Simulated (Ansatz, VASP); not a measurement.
Cd3SeS2 in VASP and in Ansatz

```
CELL_PARAMETERS angstrom
6.41103 -3.70105 0.00000
6.41103 3.70105 0.00000
0.00000 0.00000 6.96327
ATOMIC_POSITIONS crystal
Cd 0.48869 0.16662 0.63015
Cd 0.51131 0.83338 0.13015
Cd 0.82203 0.17797 0.11381
Cd 0.17797 0.82203 0.61381
Cd 0.83338 0.51131 0.63015
Cd 0.16662 0.48869 0.13015
Se 0.82908 0.17092 0.49970
Se 0.17092 0.82908 0.99970
S 0.49598 0.16665 0.00059
S 0.50402 0.83335 0.50059
S 0.83335 0.50402 0.00059
S 0.16665 0.49598 0.50059
```

Alike in both runs: functional PBE; k mesh 2 × 2 × 2; occupations gaussian, width 0.15 eV; no spin polarisation.

Ansatz relaxed the structure, and its values are those at the end. VASP's run is a single point on that final structure, the one shown.

```csv
,VASP,Ansatz
version,VASP 6.6.1,Ansatz 0.2.0
potentials or method,"VASP PAW PBE potentials, release 64 (Cd, Se, S), cutoff 520 eV","scalar-relativistic, plane waves, PAW"
valence electrons in the cell,108,176
```

Ansatz gave:

- gap on the k mesh at the Fermi level (eV): 0.87
- least direct gap on the mesh (eV): 0.87
- pressure (GPa): -0.6
- rms of the force components (eV/Å): 0.024

Problem. What did VASP give for the same quantities?

Solution. gap on the k mesh at the Fermi level (eV): 0.87; least direct gap on the mesh (eV): 0.87; pressure (GPa): -0.4; rms of the force components (eV/Å): 0.025.

With one functional, cell and mesh, what is left measures potentials, basis and numerics. VASP's potentials hold 108 valence electrons a cell and Ansatz's 176, so a difference there can come from the potentials and not from the codes.

The k mesh is coarse, so the values compare programs but aren't converged.
